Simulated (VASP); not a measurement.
# KSi3 (I-4m2) in VASP: notebook

KSi3 is run at these levels: PBE; tasks: single point, relaxation of cell and atoms.

All numbers are computed with VASP 6.6.1; they aren't measurements. Logs are shortened: lines on timing, memory, paths and dates and some standing lists are left out, and cuts for length are marked.

## Step 1: The cell of the first run

It takes space group I-4m2 (No. 119, tetragonal). Conventional cell: a = 3.585 Å, b = 3.585 Å, c = 8.873 Å, α = 90.00°, β = 90.00°, γ = 90.00°. K (site symmetry -4m2) has 14 Si at 2.75 to 3.37 Å and 4 K at 3.59 Å within 3.6 Å. Within 2.8 Å of Si (site symmetry 2mm) lie 3 Si at 2.13 Å and 4 K at 2.75 Å. Within 2.9 Å of Si (site symmetry -4m2) lie 4 Si at 2.13 Å and 4 K at 2.85 Å.

The cell was built from a structure type or drawn by symmetry, and may not be a known phase.

## Step 2: Single point, PBE

Input file INCAR:

```
SYSTEM = KSi3
PREC = Accurate
ENCUT = 520
EDIFF = 1E-6
ISMEAR = 0
SIGMA = 0.1
LREAL = .False.
LASPH = .True.
NELM = 80
ALGO = Normal
ISIF = 2
LWAVE = .False.
LCHARG = .False.
GGA = PE
NBANDS = 18
```

Input file KPOINTS:

```
regular mesh
0
Gamma
  6 6 6
  0 0 0
```

Input file POSCAR:

```
KSi3
1.0
   -1.7926713500      1.7926713500      4.4362751800
    1.7926713500     -1.7926713500      4.4362751800
    1.7926713500      1.7926713500     -4.4362751800
K Si
1 3
Direct
    0.0000000000      0.0000000000      0.0000000000
    0.3798992300      0.3798992300      0.0000000000
    0.7500000000      0.2500000000      0.5000000000
    0.6201007700      0.6201007700      0.0000000000
```

Potentials or basis: VASP PAW PBE potentials, release 64 (K_sv, Si).

The run is started by

```console
cat potpaw_PBE.64/K_sv/POTCAR potpaw_PBE.64/Si/POTCAR > POTCAR
mpirun -np 1 vasp_std > vasp.out
```

OUTCAR:

```text
SYSTEM = KSi3
   PREC = Accurate
   ENCUT = 520
   EDIFF = 1E-6
   ISMEAR = 0
   LREAL = .False.
   LASPH = .True.
   NELM = 80
   ISIF = 2
   GGA = PE

 ion  position               nearest neighbor table
   1  0.000  0.000  0.000-   4 2.75   4 2.75   4 2.75   2 2.75   4 2.75   2 2.75   2 2.75   2 2.75
                             3 2.85   3 2.85   3 2.85   3 2.85   2 3.37   4 3.37
   2  0.380  0.380  0.000-   3 2.13   3 2.13   4 2.13   1 2.75   1 2.75   1 2.75   1 2.75   1 3.37

   3  0.750  0.250  0.500-   2 2.13   4 2.13   2 2.13   4 2.13   1 2.85   1 2.85   1 2.85   1 2.85

   4  0.620  0.620  0.000-   3 2.13   3 2.13   2 2.13   1 2.75   1 2.75   1 2.75   1 2.75   1 3.37

  LATTYP: Found a body centered tetragonal cell.
 ALAT       =     3.5853427000
 C/A-ratio  =     2.4746728841

  Lattice vectors:

 A1 = (  -1.7926713500,   1.7926713500,   4.4362751800)
 A2 = (   1.7926713500,  -1.7926713500,   4.4362751800)
 A3 = (   1.7926713500,   1.7926713500,  -4.4362751800)

Analysis of symmetry for initial positions (statically):
=====================================================================
 Subroutine PRICEL returns:
 Original cell was already a primitive cell.

 Routine SETGRP: Setting up the symmetry group for a
 body centered tetragonal supercell.

 Subroutine GETGRP returns: Found  8 space group operations
 (whereof  8 operations were pure point group operations)
 out of a pool of 16 trial point group operations.

The static configuration has the point symmetry D_2d.

Analysis of symmetry for dynamics (positions and initial velocities):
=====================================================================
 Subroutine PRICEL returns:
 Original cell was already a primitive cell.

 Routine SETGRP: Setting up the symmetry group for a
 body centered tetragonal supercell.

 Subroutine GETGRP returns: Found  8 space group operations
 (whereof  8 operations were pure point group operations)
 out of a pool of 16 trial point group operations.

The dynamic configuration has the point symmetry D_2d.

 Subroutine INISYM returns: Found  8 space group operations
 (whereof  8 operations are pure point group operations),
 and found     1 'primitive' translations

----------------------------------------------------------------------------------------

                                     Primitive cell
[... 94 lines left out ...]
   NELM   =     80;   NELMIN=  2; NELMDL= -5     # of ELM steps
   EDIFF  = 0.1E-05   stopping-criterion for ELM
   LREAL  =      F    real-space projection
   EDIFFG = 0.1E-04   stopping-criterion for IOM
   NSW    =      0    number of steps for IOM
   IBRION =     -1    ionic relax: 0-MD 1-quasi-New 2-CG
   NFREE  =      0    steps in history (QN), initial steepest desc. (CG)
   ISIF   =      2    stress and relaxation
   ISYM   =      2    0-nonsym 1-usesym 2-fastsym
   POTIM  = 0.5000    time-step for ionic-motion
   TEBEG  =    0.0;   TEEND  =   0.0 temperature during run
   PSTRESS=    0.0 pullay stress
   NELECT =      21.0000    total number of electrons
   NUPDOWN=      -1.0000    fix difference up-down
   EMIN   =  10.00;   EMAX   =-10.00  energy-range for DOS
   EFERMI =   0.00;   METHOD = LEGACY
   ISMEAR =     0;   SIGMA  =   0.10  broadening in eV -4-tet -1-fermi 0-gaus
   EFERMI_NEDOS =   21; number of points for ismear=-14 and -15
   IALGO  =     38    algorithm
   IMIX   =      4    mixing-type and parameters
     AMIX     =   0.40;   BMIX     =  1.00
     AMIX_MAG =   1.60;   BMIX_MAG =  1.00
  volume/ion in A,a.u.               =      14.26        96.21
  Fermi-wavevector in a.u.,A,eV,Ry     =   1.173423  2.217448 18.734160  1.376922
  Thomas-Fermi vector in A             =   2.309836
   LORBIT       =      0    0 simple, 1 ext, 2 COOP (PROOUT), +10 PAW based schemes
   GGA     = PE    functional components
   LHFCALC =     F    Hartree Fock is set to
   AEXX    =    0.0000 exact exchange contribution
   IVDW    =     0    specifies the selected vdW correction
   LEPSILON=     F    determine dielectric tensor
   LRPA    =     F    only Hartree local field effects (RPA)
 non-spin polarized calculation
 Gauss-broadening in eV      SIGMA  =   0.10
  energy-cutoff  :      520.00
  volume of cell :       57.03
 maximum number of plane-waves:      1566
 NGX is ok and might be reduce to    40
   NGX = 19   NGY = 19   NGZ = 19

 number of electron      21.0000000 magnetization

 Free energy of the ion-electron system (eV)
  ---------------------------------------------------
  ext. energy  EPLUGINS =         0.00000000
  ---------------------------------------------------
  free energy    TOTEN  =       -11.69095791 eV

  energy without entropy =      -11.68179226  energy(sigma->0) =      -11.68637508

 E-fermi :   8.6024     XC(G=0): -11.1387

 val. band max:        8.5254378447   @ k =  -0.3333   0.5000   0.3333
 cond. band min:       8.6195333277   @ k =   0.1667   0.1667  -0.0000
 fundamental gap:      0.0940954830
 Fermi energy:         8.6023794993

 k-point     1 :       0.0000    0.0000    0.0000
  band No.  band energies     occupation
      1     -21.3212      2.00000
      2      -5.4563      2.00000
      3      -4.9800      2.00000
      4      -4.9800      2.00000
      5      -4.6106      2.00000
      6       1.8072      2.00000
[... 481 lines left out ...]
      5      -3.1226      2.00000
      6       0.0252      2.00000
[... 10 lines left out ...]
     17      15.1610      0.00000
     18      15.1927      0.00000

 [... further k-points ...]

------------------------ aborting loop because EDIFF is reached ----------------------------------------

  FORCE on cell =-STRESS in cart. coord.  units (eV):
  Direction    XX          YY          ZZ          XY          YZ          ZX
  --------------------------------------------------------------------------------------
  -------------------------------------------------------------------------------------
  Total       21.4804862     21.4804862     22.6986452      0.0000000      0.0000000      0.0000000
  in kB      603.4966516    603.4966516    637.7209661      0.0000000      0.0000000      0.0000000
  external PRESSURE =     614.9047564 kB  Pullay stress =       0.0000000 kB

 VOLUME and BASIS-vectors are now :
 -----------------------------------------------------------------------------
  energy-cutoff  :      520.00
  volume of cell :       57.03
      direct lattice vectors                 reciprocal lattice vectors
    -1.792671350  1.792671350  4.436275180     0.000000000  0.278913366  0.112707165
     1.792671350 -1.792671350  4.436275180     0.278913366  0.000000000  0.112707165
     1.792671350  1.792671350 -4.436275180     0.278913366  0.278913366  0.000000000

 POSITION                                       TOTAL-FORCE (eV/Angst)
 -----------------------------------------------------------------------------------
      0.00000      0.00000      0.00000        -0.000000     -0.000000      0.000000
      0.00000      0.00000      3.37068         0.000000      0.000000     -0.331887
      0.00000      1.79267      2.21814        -0.000000     -0.000000      0.000000
      0.00000      0.00000      5.50188        -0.000000     -0.000000      0.331887
 -----------------------------------------------------------------------------------
    total drift:                               -0.000000      0.000000     -0.000000

  FREE ENERGIE OF THE ION-ELECTRON SYSTEM (eV)
  ---------------------------------------------------
  free  energy   TOTEN  =       -11.6909579084 eV

  energy  without entropy=      -11.6817922565  energy(sigma->0) =      -11.68637508
```

OSZICAR:

```text
N       E                     dE             d eps       ncg     rms          rms(c)
DAV:   1     0.955600136327E+02    0.95560E+02   -0.94675E+03  1080   0.106E+03
DAV:   2    -0.780260423147E+01   -0.10336E+03   -0.99577E+02  1348   0.245E+02
DAV:   3    -0.122031639398E+02   -0.44006E+01   -0.43442E+01  1516   0.393E+01
DAV:   4    -0.123797348850E+02   -0.17657E+00   -0.17640E+00  1638   0.736E+00
DAV:   5    -0.123826057094E+02   -0.28708E-02   -0.28704E-02  1456   0.951E-01    0.182E+01
DAV:   6    -0.118276376572E+02    0.55497E+00   -0.54466E-01  1342   0.569E+00    0.126E+01
DAV:   7    -0.117149950648E+02    0.11264E+00   -0.93216E-01  1444   0.591E+00    0.185E+00
DAV:   8    -0.116903145632E+02    0.24681E-01   -0.19757E-01  1304   0.390E+00    0.741E-01
DAV:   9    -0.116910267544E+02   -0.71219E-03   -0.94322E-03  1352   0.630E-01    0.278E-01
DAV:  10    -0.116909827652E+02    0.43989E-04   -0.27340E-04  1636   0.121E-01    0.974E-02
DAV:  11    -0.116909586553E+02    0.24110E-04   -0.12071E-04  1848   0.918E-02    0.228E-02
DAV:  12    -0.116909585320E+02    0.12331E-06   -0.10736E-05  1400   0.224E-02    0.959E-03
DAV:  13    -0.116909579084E+02    0.62359E-06   -0.79805E-07   786   0.639E-03
   1 F= -.11690958E+02 E0= -.11686375E+02  d E =-.916565E-02
```

stdout:

```text
POSCAR found type information on POSCAR K Si
 POSCAR found :  2 types and       4 ions
 scaLAPACK will be used
 LDA part: xc-table for (Slater+PW92), standard interpolation
 POSCAR, INCAR and KPOINTS ok, starting setup
 FFT: planning ... GRIDC
 FFT: planning ... GRID_SOFT
 FFT: planning ... GRID
 WAVECAR not read
 entering main loop
```

It took 35 s on 1 thread of Intel Xeon Platinum 8488C (Sapphire Rapids), shared host; peak memory 0.23 GiB.

Results:

| Item | Value |
| --- | --- |
| Free energy | -11.6910 eV |
| Pressure | 61.5 GPa |
| Largest force | 0.332 eV/Å |
| Band gap on the k mesh | zero (an odd number of electrons rules out a gap without spin polarisation) |

Forces on the atoms (eV/Å):
```
K    0.000  0.000  0.000
Si   0.000  0.000 -0.332
Si   0.000  0.000  0.000
Si   0.000  0.000  0.332
```

Levels at points of the mesh, in eV from the Fermi level:
| k point | band 6 | band 7 | band 8 | band 9 | band 10 | band 11 | band 12 | band 13 | band 14 | band 15 |
| --- | --- | --- | --- | --- | --- | --- | --- | --- | --- | --- |
| (0.00, 0.00, 0.00) | -6.80 | -6.20 | -3.25 | -3.25 | 0.13 | 0.82 | 0.82 | 1.39 | 2.37 | 5.36 |
| (0.50, 0.00, 0.00) | -8.82 | -6.03 | -4.52 | -2.82 | -0.46 | 0.38 | 0.64 | 2.49 | 3.10 | 4.63 |
| (0.50, 0.50, 0.00) | -8.91 | -7.35 | -4.68 | -3.97 | -3.18 | -0.13 | 2.23 | 3.01 | 3.60 | 7.42 |
| (0.50, 0.50, 0.50) | -10.42 | -3.02 | -3.02 | -1.57 | -0.75 | 0.16 | 1.90 | 1.90 | 3.15 | 4.48 |

Caveat: the cell stands under pressure.

(Part 1 of 2 ends here.)
